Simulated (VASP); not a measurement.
Hf3Cl: single point with PBE

Crystal: Hf3Cl.

```
Hf Cl
1.0
     0.00000    3.73632    3.73632
     3.73632    0.00000    3.73632
     3.73632    3.73632    0.00000
Hf Cl
3 1
Direct
  0.25000 0.25000 0.25000
  0.75000 0.75000 0.75000
  0.50000 0.50000 0.50000
  0.00000 0.00000 0.00000
```

| Item | Value |
| --- | --- |
| Program | VASP 6.6.1 |
| Task | single point |
| Functional | PBE |
| Potentials or basis | VASP PAW PBE potentials, release 64 (Hf_pv, Cl) |
| Cutoff | 520 eV |
| k mesh | 4 × 4 × 4 |
| Occupations | gaussian, width 0.1 eV |
| Spin | no spin polarisation |
| Dipole correction | no |
| Further INCAR settings | ALGO = Normal; EDIFF = 1e-06; NBANDS = 26 |

```
Pressure : -10.2 GPa
```

Levels at points of the mesh, in eV from the Fermi level:
```csv
k point,band 15,band 16,band 17,band 18,band 19,band 20,band 21,band 22,band 23,band 24
"(0.00, 0.00, 0.00)",-1.51,-1.51,-0.08,-0.08,-0.08,0.82,0.82,0.82,2.60,2.60
"(0.50, 0.00, 0.00)",-1.82,-0.53,-0.47,-0.47,-0.17,-0.17,0.98,0.98,1.09,1.09
"(0.50, 0.50, 0.00)",-2.51,-0.54,-0.23,-0.18,-0.10,-0.10,1.02,1.02,1.46,2.74
```

Run time: 23 s on 1 thread of AMD EPYC 7R13 Processor (Zen 3), on a shared host, peak memory 0.2 GiB.

Caveat: the k points lie up to 0.36 Å⁻¹ apart; spin-orbit coupling is left out, which moves the levels of the heavy elements; an odd number of electrons without spin polarisation forces a metal; a magnetic or distorted state may lie lower.
